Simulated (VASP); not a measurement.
Input of a VASP 6.6.1 run:

File POSCAR:

```
CdS
1.0
    0.0000000000      2.9429534649      2.9429534649
    2.9429534649      0.0000000000      2.9429534649
    2.9429534649      2.9429534649      0.0000000000
Cd S
1 1
Direct
    0.0000000000      0.0000000000      0.0000000000
    0.2500000000      0.2500000000      0.2500000000
```

File INCAR.step1:

```
SYSTEM = CdS
PREC = Accurate
ENCUT = 600
ISMEAR = 0
SIGMA = 0.02
LREAL = .FALSE.
LASPH = .TRUE.
NELM = 100
GGA = PE
ALGO = Normal
EDIFF = 1E-4
LWAVE = .TRUE.
LCHARG = .FALSE.
```

INCAR.step2

```
SYSTEM = CdS
PREC = Accurate
ENCUT = 600
EDIFF = 1E-6
ISMEAR = 0
SIGMA = 0.02
LREAL = .FALSE.
LASPH = .TRUE.
NELM = 100
ALGO = Normal
ISIF = 3
LWAVE = .FALSE.
LCHARG = .FALSE.
METAGGA = R2SCAN
LMIXTAU = .TRUE.
IBRION = 2
NSW = 100
EDIFFG = -0.01
ISTART = 1
```

KPOINTS

```
regular mesh
0
G
  8 8 8
  0 0 0
```

Potentials or basis: VASP PAW PBE potentials, release 64 (Cd, S).

The run is started by

```bash
$ cat potpaw_PBE.64/Cd/POTCAR potpaw_PBE.64/S/POTCAR > POTCAR
$ cp INCAR.step1 INCAR
$ mpirun -np 1 vasp_std > vasp.out
$ cp INCAR.step2 INCAR
$ mpirun -np 1 vasp_std > vasp.out
```

Q: Predict the band gap on the k mesh.

A: 1.53 eV.

Final structure:
```
Cd S
1.0
     0.00000    2.94295    2.94295
     2.94295    0.00000    2.94295
     2.94295    2.94295    0.00000
Cd S
1 1
Direct
  0.00000 0.00000 0.00000
  0.25000 0.25000 0.25000
```

Caveat: the relaxation stopped at its first step, so nothing moved.
